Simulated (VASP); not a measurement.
Runs of VASP 6.6.1 on InAs. The structure is that of space group I-4m2 (No. 119), or close to it. The cells are those of the table. 

| cell | gap on the mesh (eV) | pressure (GPa) |
| --- | --- | --- |
| a = 4.359, b = 4.553 Å, angles 58.5, 63.0, 58.5°, 2 atoms | 0.17 | (a) |
| a = 4.132, b = 4.316 Å, angles 58.5, 63.0, 58.5°, 2 atoms | 0.20 | 5.5 |
| a = 4.320, b = 4.693 Å, angles 57.1, 65.8, 57.1°, 2 atoms | 0.15 | -4.0 |
| a = 4.249, b = 4.437 Å, angles 58.5, 63.0, 58.5°, 2 atoms | 0.19 | -0.1 |
| a = 4.211, b = 4.574 Å, angles 57.1, 65.8, 57.1°, 2 atoms | 0.17 | (b) |

Alike in all rows: task single point; level PBEsol; potentials or basis VASP PAW PBE potentials, release 64 (In_d, As); no spin polarisation; k mesh 14 × 14 × 14; cutoff (eV) 520; smearing gaussian 0.15 eV.

Question: Estimate the missing entries.

Answer: (a) -3.6; (b) -0.6.

Caveats: semilocal functionals underestimate gaps, and a narrow one can read as zero; the PAW data sets were made with another functional, which shifts forces and pressure a little; spin-orbit coupling is left out, which moves the levels of the heavy elements; the cell stands under tension (at least some runs); the cell stands under pressure (at least some runs).

A k mesh can miss the band edges, and the runs leave out spin-orbit coupling on As, In.
